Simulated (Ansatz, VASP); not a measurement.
Two plane-wave programs on Pt

Contents of INCAR:

```
SYSTEM = Pt
ALGO = Fast
EDIFF = 1E-7
ENCUT = 520
GGA = CA
ISIF = 2
ISMEAR = 0
LASPH = .TRUE.
LCHARG = .FALSE.
LREAL = .FALSE.
LWAVE = .FALSE.
NBANDS = 28
NELM = 60
PREC = Accurate
SIGMA = 0.15
```

The input KPOINTS:

```
k-points
0
G
  18 18 6
  0 0 0
```

File POSCAR:

```
Pt
1.0
    2.7082945870      0.0000000000      0.0000000000
   -1.3541472935      2.3454519133      0.0000000000
    0.0000000000      0.0000000000      9.3530207388
Pt
4
Direct
    0.6463791893      0.3887597521      0.3750000000
    0.6463791893      0.3887597521      0.8750000000
    0.3536208107      0.6112402479      0.1250000000
    0.3536208107      0.6112402479      0.6250000000
```

Input for Ansatz:

```yaml
crystal:
  lattice:
    - [2.708294587, 0.0, 0.0]
    - [-1.3541472935, 2.3454519133, 0.0]
    - [0.0, 0.0, 9.3530207388]
  atoms:
    - { symbol: Pt, position: [0.6463791893, 0.3887597521, 0.375] }
    - { symbol: Pt, position: [0.6463791893, 0.3887597521, 0.875] }
    - { symbol: Pt, position: [0.3536208107, 0.6112402479, 0.125] }
    - { symbol: Pt, position: [0.3536208107, 0.6112402479, 0.625] }
basis:
  ecutwfc: 420
kpoints:
  mp_grid: { grid: [18, 18, 6] }
hamiltonian:
  xc: lda
  pseudopotentials: { kind: paw, azcp: { folder: soft_1 } }
scf:
  occupations: { method: gaussian, width: 0.15 }
output:
  forces: true
  stress: true
  eigenvalues: true
```

Change from the starting cell: mode 1 frozen in at -0.130 Å and mode 2 at +0.130 Å (largest displacements).

Alike in both runs: task single point; functional LDA; k mesh 18 × 18 × 6; occupations gaussian, width 0.15 eV; no spin polarisation.

```csv
,VASP,Ansatz
version,VASP 6.6.1,Ansatz 0.2.0
potentials or method,"VASP PAW LDA potentials, release 64 (Pt), cutoff 520 eV","scalar-relativistic, plane waves, PAW"
valence electrons in the cell,40,72
```

```tsv
	VASP	Ansatz	Ansatz less VASP
gap on the k mesh at the Fermi level (eV)	none	none	-
pressure (GPa)	3.0	2.2	-0.77
traceless stress, the component that is largest in VASP (GPa)	4.15	4.42	+0.264
rms of the force components (eV/Å)	0.228	0.224	-0.0045
```

Ansatz warns that its potentials were made for another functional, while VASP's fit it. LDA's correlation is that of Perdew and Zunger in VASP and of Perdew and Wang (1992) in Ansatz. Atom by atom the forces differ by 0.006 eV/Å (rms over components). A gap of «none» marks a metal or a gap that the smearing closes. VASP's potentials hold 40 valence electrons a cell and Ansatz's 72, so a difference there can come from the potentials and not from the codes.

Neither program's run includes spin-orbit coupling.
